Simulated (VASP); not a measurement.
# Ga32HO48 (a cell with a defect) (H interstitial hop between voids) in VASP: single point with PBE

Aim: the single point of Ga32HO48 (a cell with a defect) (H interstitial hop between voids) with PBE.

All numbers are computed with VASP 6.6.1; they aren't measurements. Logs are shortened: lines on timing, memory, paths and dates and some standing lists are left out, and cuts for length are marked.

### Step 1. The cell of the first run

The cell holds a defect, 81 atoms: a = 10.798 Å, b = 10.798 Å, c = 10.798 Å, α = 55.86°, β = 55.86°, γ = 55.86°.

### Step 2. Single point, PBE

INCAR

```
PREC     = Accurate       # precision mode
ENCUT    = 520            # plane-wave cutoff, eV
EDIFF    = 1E-6           # SCF threshold, eV
ISMEAR   = -1             # smearing method
SIGMA    = 0.01           # smearing width, eV
LREAL    = Auto         
LASPH    = T              # aspherical terms in the spheres
NELM     = 60             # most SCF steps
ALGO     = Normal         # electronic algorithm
ISIF     = 2              # what is computed and relaxed
LWAVE    = F              # write WAVECAR
LCHARG   = F              # write CHGCAR
GGA      = PE             # functional
NBANDS   = 398            # bands
NELECT   = 706.0
```

KPOINTS

```
Automatic mesh
0
Gamma
  1 1 1
```

POSCAR

```
Ga32HO48
1.0
    5.0579508900      2.9202093400      9.0826160100
   -5.0579508900      2.9202093400      9.0826160100
    0.0000000000     -5.8404185800      9.0826160400
Ga O H
32 48 1
Direct
    0.4261633036      0.4262050542      0.4265871052
    0.3186651646      0.3184724607      0.3193109902
    0.0735446580      0.0733628072      0.0739562102
    0.1809548125      0.1808248020      0.1816565059
    0.4293829171      0.4278221354      0.9251664266
    0.3223602018      0.3210647410      0.8210456039
    0.0702247133      0.0716236938      0.5755513797
    0.1771845189      0.1782101373      0.6798728293
    0.4279656967      0.9244140556      0.4299800069
    0.3211595987      0.8203027794      0.3229212407
    0.0716547882      0.5749519750      0.0708372979
    0.1784469136      0.6790963031      0.1778038000
    0.4280807652      0.9278885933      0.9287043564
    0.3220978812      0.8222584103      0.8224674189
    0.0717061620      0.5715110288      0.5719657203
    0.1774740085      0.6770484099      0.6784765851
    0.9245840150      0.4292366226      0.4285149544
    0.8202667105      0.3223721411      0.3217960632
    0.5750392866      0.0701792602      0.0722228969
    0.6792500189      0.1770702919      0.1790024694
    0.9282611651      0.4277558267      0.9286487472
    0.8217740010      0.3221272772      0.8229980327
    0.5714302930      0.0715478099      0.5721432967
    0.6777581005      0.1774285092      0.6777602294
    0.9279208807      0.9281573128      0.4284535142
    0.8224765640      0.8216281989      0.3225582690
    0.5716476078      0.5712328649      0.0721573979
    0.6771394165      0.6777822006      0.1780937439
    0.9279591138      0.9279066393      0.9283084124
    0.8222528383      0.8220390247      0.8227537700
    0.5717271389      0.5715692976      0.5721833910
    0.6774470999      0.6773806081      0.6779197853
    0.3824234619      0.2215764537      0.0177874670
    0.2216727158      0.0171065099      0.3829499226
    0.0171870809      0.3822814516      0.2223818324
    0.1172204815      0.2776786526      0.4829740405
    0.4823528099      0.1171301605      0.2784372388
    0.2779194553      0.4823726133      0.1177482984
    0.3747076278      0.2217969550      0.5255154468
    0.2228929265      0.0277682373      0.8759620446
    0.0259996909      0.3751783250      0.7258417937
    0.1249660087      0.2774529177      0.9751692338
    0.4735975905      0.1242604575      0.7748368344
    0.2768460299      0.4714328459      0.6248159243
    0.3753339288      0.7251616322      0.0266125237
    0.2220776188      0.5247938509      0.3752597411
    0.0280384077      0.8752303255      0.2232300891
    0.1243022923      0.7742734096      0.4742268450
    0.4716201221      0.6241660245      0.2773148136
    0.2776595404      0.9744844764      0.1254922466
    0.3751545447      0.7204784473      0.5283502443
    0.2229556179      0.5264965557      0.8750889889
    0.0266963088      0.8738503637      0.7242595498
    0.1244078056      0.7789644271      0.9723167069
    0.4728063812      0.6256528083      0.7764007398
    0.2765700067      0.9727950716      0.6256738571
    0.8754293771      0.2227804292      0.0285588953
    0.7253026619      0.0258559209      0.3757893797
    0.5252050107      0.3745598922      0.2224874903
    0.6241904987      0.2768242345      0.4721574017
    0.9746342785      0.1247358657      0.2782476211
    0.7743826492      0.4735302896      0.1248780411
    0.8744979074      0.2229488878      0.5271438507
    0.7238447583      0.0267051826      0.8744172897
    0.5278394883      0.3750501400      0.7211497412
    0.6251356708      0.2766064274      0.9735226674
    0.9719249037      0.1243707714      0.7796677390
    0.7758766056      0.4726859827      0.6262573870
    0.8739178731      0.7236162666      0.0273670517
    0.7204282500      0.5278015073      0.3757099661
    0.5265791079      0.8744106536      0.2236232284
    0.6257955595      0.7757989371      0.4733932545
    0.9729969789      0.6248941305      0.2773272558
    0.7790538716      0.9717873261      0.1249315732
    0.8746178379      0.7224396893      0.5273699854
    0.7225757414      0.5267805222      0.8749982179
    0.5268485401      0.8743942880      0.7230948136
    0.6251563851      0.7770361661      0.9733147309
    0.9728311838      0.6249698693      0.7776967104
    0.7770832002      0.9728296004      0.6255320774
    0.2500658099      0.2499883606      0.2498722825
```

Potentials or basis: VASP PAW PBE potentials, release 64 (Ga_d, O, H).

Run with:

```console
cat potpaw_PBE.64/Ga_d/POTCAR potpaw_PBE.64/O/POTCAR potpaw_PBE.64/H/POTCAR > POTCAR
mpirun -np 1 vasp_gam > vasp.out
```

OUTCAR:

```text
PREC = Accurate
   ENCUT = 520
   EDIFF = 1E-6
   ISMEAR = -1
   LREAL = Auto
   LASPH = T
   NELM = 60
   ISIF = 2
   GGA = PE
   NELECT = 706.0

 ion  position               nearest neighbor table
   1  0.426  0.426  0.427-  49 1.96  60 1.96  44 1.96  46 2.09  59 2.09  39 2.09
   2  0.319  0.318  0.319-  81 1.88  37 1.98  36 1.98  38 1.99  39 2.15  46 2.15  59 2.15
   3  0.074  0.073  0.074-  40 1.96  57 1.96  47 1.96  42 2.09  50 2.09  61 2.09
   4  0.181  0.181  0.182-  81 1.88  34 1.98  35 1.98  33 1.98  61 2.15  50 2.15  42 2.15
   5  0.429  0.428  0.925-  55 1.95  66 1.95  38 1.96  65 2.10  33 2.10  52 2.11   6 2.89
   6  0.322  0.321  0.821-  44 1.94  42 1.95  43 1.95  33 2.07  65 2.12  52 2.12   5 2.89
   7  0.070  0.072  0.576-  53 1.95  63 1.95  34 1.96  36 2.10  67 2.10  56 2.11   8 2.89
   8  0.177  0.178  0.680-  40 1.94  39 1.95  41 1.95  36 2.07  67 2.12  56 2.12   7 2.89
   9  0.428  0.924  0.430-  72 1.95  56 1.95  37 1.96  51 2.10  34 2.10  71 2.11  10 2.89
[... 69 lines left out ...]
  79  0.973  0.625  0.778-  21 1.95  30 1.95  16 2.10  15 2.12
  80  0.777  0.973  0.626-  25 1.95  30 1.95  24 2.10  23 2.12
  81  0.250  0.250  0.250-   4 1.88   2 1.88

  LATTYP: Found a trigonal (rhomboedric) cell.
 ALAT       =    10.7983518826
 COS(alpha) =     0.5612023825

  Lattice vectors:

 A1 = (   5.0579508900,   2.9202093400,   9.0826160100)
 A2 = (  -5.0579508900,   2.9202093400,   9.0826160100)
 A3 = (   0.0000000000,  -5.8404185800,   9.0826160400)

Analysis of symmetry for initial positions (statically):
=====================================================================
 Subroutine PRICEL returns:
 Original cell was already a primitive cell.

 Routine SETGRP: Setting up the symmetry group for a
 trigonal (rhombohedral) supercell.

 Subroutine GETGRP returns: Found  1 space group operations
 (whereof  1 operations were pure point group operations)
 out of a pool of 12 trial point group operations.

The static configuration has the point symmetry C_1 .

Analysis of symmetry for dynamics (positions and initial velocities):
=====================================================================
 Subroutine PRICEL returns:
 Original cell was already a primitive cell.

 Routine SETGRP: Setting up the symmetry group for a
 trigonal (rhombohedral) supercell.

 Subroutine GETGRP returns: Found  1 space group operations
 (whereof  1 operations were pure point group operations)
 out of a pool of 12 trial point group operations.

The dynamic configuration has the point symmetry C_1 .

 Subroutine INISYM returns: Found  1 space group operations
 (whereof  1 operations are pure point group operations),
[... 236 lines left out ...]
   ISIF   =      2    stress and relaxation
   ISYM   =      2    0-nonsym 1-usesym 2-fastsym
   POTIM  = 0.5000    time-step for ionic-motion
   TEBEG  =    0.0;   TEEND  =   0.0 temperature during run
   PSTRESS=    0.0 pullay stress
   NELECT =     706.0000    total number of electrons
   NUPDOWN=      -1.0000    fix difference up-down
   EMIN   =  10.00;   EMAX   =-10.00  energy-range for DOS
   EFERMI =   0.00;   METHOD = LEGACY
   ISMEAR =    -1;   SIGMA  =   0.01  broadening in eV -4-tet -1-fermi 0-gaus
   EFERMI_NEDOS =   21; number of points for ismear=-14 and -15
   IALGO  =     38    algorithm
   IMIX   =      4    mixing-type and parameters
     AMIX     =   0.40;   BMIX     =  1.00
     AMIX_MAG =   1.60;   BMIX_MAG =  1.00
  volume/ion in A,a.u.               =       9.94        67.06
  Fermi-wavevector in a.u.,A,eV,Ry     =   1.567086  2.961363 33.412619  2.455758
  Thomas-Fermi vector in A             =   2.669318
   LORBIT       =      0    0 simple, 1 ext, 2 COOP (PROOUT), +10 PAW based schemes
   GGA     = PE    functional components
   LHFCALC =     F    Hartree Fock is set to
   AEXX    =    0.0000 exact exchange contribution
   IVDW    =     0    specifies the selected vdW correction
   LEPSILON=     F    determine dielectric tensor
   LRPA    =     F    only Hartree local field effects (RPA)
 non-spin polarized calculation
  energy-cutoff  :      520.00
  volume of cell :      804.92
 maximum number of plane-waves:     10826
   NGX = 41   NGY = 41   NGZ = 41

 number of electron     706.0000084 magnetization

 Free energy of the ion-electron system (eV)
  ---------------------------------------------------
  ext. energy  EPLUGINS =         0.00000000
  ---------------------------------------------------
  free energy    TOTEN  =      -468.42157973 eV

  energy without entropy =     -468.42157973  energy(sigma->0) =     -468.42157973

 E-fermi :   6.2560     XC(G=0): -12.0027

 val. band max:        5.9497453131   @ k =   0.0000   0.0000   0.0000
 cond. band min:       7.0022297469   @ k =   0.0000   0.0000   0.0000
 fundamental gap:      1.0524844338
 Fermi energy:         6.2560136560

 k-point     1 :       0.0000    0.0000    0.0000
  band No.  band energies     occupation
      1     -14.5574      2.00000
      2     -13.7274      2.00000
      3     -13.7252      2.00000
      4     -13.7158      2.00000
      5     -13.7153      2.00000
      6     -13.6954      2.00000
[... 357 lines left out ...]
    364      10.2411      0.00000
    365      10.2782      0.00000
 [bands above 365 left out]

------------------------ aborting loop because EDIFF is reached ----------------------------------------

  FORCE on cell =-STRESS in cart. coord.  units (eV):
  Direction    XX          YY          ZZ          XY          YZ          ZX
  --------------------------------------------------------------------------------------
  -------------------------------------------------------------------------------------
  Total       27.7948254     27.7922123     17.5868094     -0.0005381     -0.0045620     -0.0016651
  in kB       55.3252952     55.3200938     35.0063513     -0.0010711     -0.0090806     -0.0033144
  external PRESSURE =      48.5505801 kB  Pullay stress =       0.0000000 kB

 VOLUME and BASIS-vectors are now :
 -----------------------------------------------------------------------------
  energy-cutoff  :      520.00
  volume of cell :      804.92
      direct lattice vectors                 reciprocal lattice vectors
     5.057950890  2.920209340  9.082616010     0.098854262  0.057073535  0.036700146
    -5.057950890  2.920209340  9.082616010    -0.098854262  0.057073535  0.036700146
     0.000000000 -5.840418580  9.082616040     0.000000000 -0.114147069  0.036700146

 POSITION                                       TOTAL-FORCE (eV/Angst)
 -----------------------------------------------------------------------------------
     -0.00021     -0.00235     11.61626         0.009538     -0.013682     -0.000118
      0.00097     -0.00433      8.68706        -0.003026     -0.000513     -0.000345
      0.00092     -0.00293      2.00602         0.002294     -0.007895     -0.000392
      0.00066     -0.00448      4.93582        -0.002677     -0.001159     -0.006859
      0.00789     -2.90014     16.18860        -0.004160      0.005174      0.009500
      0.00655     -2.91631     13.30122        -0.003201      0.012867     -0.012427
[... 73 lines left out ...]
     -0.99008      1.45674     21.57525         0.007122     -0.011107     -0.002890
      0.00039      0.00090      6.81129        -0.000887     -0.006292      0.000191
 -----------------------------------------------------------------------------------
    total drift:                               -0.006455     -0.018208     -0.004055

  FREE ENERGIE OF THE ION-ELECTRON SYSTEM (eV)
  ---------------------------------------------------
  free  energy   TOTEN  =      -468.4215797350 eV

  energy  without entropy=     -468.4215797350  energy(sigma->0) =     -468.42157973
```

Wall time 71 min (1 thread of AMD EPYC 7R13 (Zen 3), shared host); peak memory 0.95 GiB.

What came out:

```yaml
Free_energy: -468.4216 eV
Largest_force: 0.027 eV/Å
```

Forces in eV/Å, atoms in the order of the input:
```
Ga   0.010 -0.014  0.000
Ga  -0.003 -0.001  0.000
Ga   0.002 -0.008  0.000
Ga  -0.003 -0.001 -0.007
Ga  -0.004  0.005  0.009
Ga  -0.003  0.013 -0.012
Ga   0.006  0.005 -0.011
Ga   0.003  0.004  0.010
Ga  -0.006  0.002  0.005
Ga   0.004 -0.006 -0.003
Ga   0.003 -0.003 -0.009
Ga  -0.002 -0.001  0.009
Ga   0.000 -0.004  0.018
Ga  -0.006  0.008 -0.017
Ga  -0.003 -0.004 -0.017
Ga   0.004  0.012  0.008
Ga   0.009 -0.006  0.007
Ga   0.015 -0.001 -0.010
Ga   0.004 -0.003 -0.009
Ga   0.003  0.014  0.009
Ga  -0.011  0.011  0.019
Ga   0.009  0.000 -0.016
Ga   0.000  0.001 -0.020
Ga   0.005  0.008  0.013
Ga   0.013 -0.007  0.023
Ga  -0.001  0.004 -0.004
Ga   0.000  0.010 -0.007
Ga  -0.002  0.004  0.005
Ga   0.000 -0.010  0.024
Ga  -0.009  0.008 -0.016
Ga  -0.007 -0.011 -0.014
Ga   0.003  0.003  0.008
O    0.001  0.002 -0.004
O   -0.002  0.000  0.002
O    0.001  0.007 -0.006
O   -0.001  0.009  0.007
O    0.004 -0.001  0.006
O    0.004 -0.004  0.004
O   -0.002  0.002  0.005
O   -0.002  0.005 -0.004
O    0.004  0.004  0.003
O    0.000 -0.004  0.004
O    0.000 -0.003  0.004
O   -0.005  0.000  0.008
O   -0.001  0.000 -0.006
O   -0.005  0.002  0.001
O   -0.005 -0.003  0.003
O    0.002  0.002 -0.011
O   -0.004  0.005  0.007
O   -0.002  0.008 -0.006
O    0.006 -0.005 -0.001
O    0.008 -0.006  0.002
O    0.002 -0.002  0.002
O    0.001 -0.005  0.003
O    0.005  0.000  0.004
O    0.000 -0.002  0.014
O   -0.001 -0.006 -0.012
O   -0.003 -0.004  0.005
O   -0.006 -0.011 -0.005
O    0.002 -0.005  0.000
O   -0.012  0.011  0.001
O   -0.002  0.000 -0.001
O   -0.003 -0.004 -0.006
O   -0.005 -0.002 -0.006
O   -0.003  0.000 -0.004
O    0.002 -0.011  0.000
O   -0.007 -0.002 -0.007
O   -0.006 -0.001  0.008
O   -0.005 -0.002 -0.001
O    0.009  0.001  0.003
O   -0.005  0.006  0.000
O    0.001 -0.003 -0.004
O    0.001  0.013  0.002
O    0.006  0.000  0.000
O    0.000 -0.004 -0.002
O   -0.004 -0.005  0.005
O   -0.003  0.007  0.007
O   -0.003 -0.002 -0.008
O    0.004 -0.007 -0.010
O    0.007 -0.011 -0.003
H   -0.001 -0.006  0.000
```

Caveat: the k points lie up to 0.75 Å⁻¹ apart; the cell carries a net charge on a neutralising background, which shifts energy and pressure; the cell is charged against a uniform background, so pressure and absolute levels hang on convention.
